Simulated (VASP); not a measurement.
Input of a VASP 6.6.1 run:

INCAR

```
SYSTEM = Zn4SeS3
PREC = Accurate ; ENCUT = 500
EDIFF = 1E-6 ; ISMEAR = 0
SIGMA = 0.02 ; LREAL = .False.
LASPH = .True. ; NELM = 120
ALGO = Normal ; ISIF = 2
LWAVE = .False. ; LCHARG = .True.
GGA = PE ; LELF = .True.
LVHAR = .True. ; NBANDS = 46
GGA_COMPAT = .False.
```

Contents of KPOINTS:

```
regular mesh
0
Gamma
  12 12 2
  0 0 0
```

POSCAR

```
Zn4SeS3
1.0
    3.8128242339     -0.0000000283      0.0000000000
   -1.9064120925      3.3020026609      0.0000000000
    0.0000000000      0.0000000000     12.5451635910
Zn Se S
4 1 3
Direct
    0.6666666667      0.3333333333      0.0001091843
    0.6666666667      0.3333333333      0.5118362841
    0.0000000000      0.0000000000      0.2442556527
    0.0000000000      0.0000000000      0.7553667511
    0.0000000000      0.0000000000      0.4378215094
    0.6666666667      0.3333333333      0.1849086421
    0.6666666667      0.3333333333      0.6955565241
    0.0000000000      0.0000000000      0.9401454524
```

Potentials or basis: VASP PAW PBE potentials, release 64 (Zn, Se, S).

Launch:

```sh
$ cat potpaw_PBE.64/Zn/POTCAR potpaw_PBE.64/Se/POTCAR potpaw_PBE.64/S/POTCAR > POTCAR
$ mpirun -np 1 vasp_std > vasp.out
```

Task: Predict the pressure.

Result: 4.8 GPa.

Task: What does it give for the largest force?

Result: 0.011 eV/Å.

Task: Predict the band gap on the k mesh.

Result: 1.75 eV.

Forces in eV/Å, atoms in the order of the input:
```
Zn   0.000  0.000  0.001
Zn   0.000  0.000  0.011
Zn   0.000  0.000 -0.004
Zn   0.000  0.000  0.000
Se   0.000  0.000 -0.006
S    0.000  0.000 -0.002
S    0.000  0.000 -0.001
S    0.000  0.000  0.000
```

Caveat: the cell stands under pressure. A k mesh can miss the band edges.
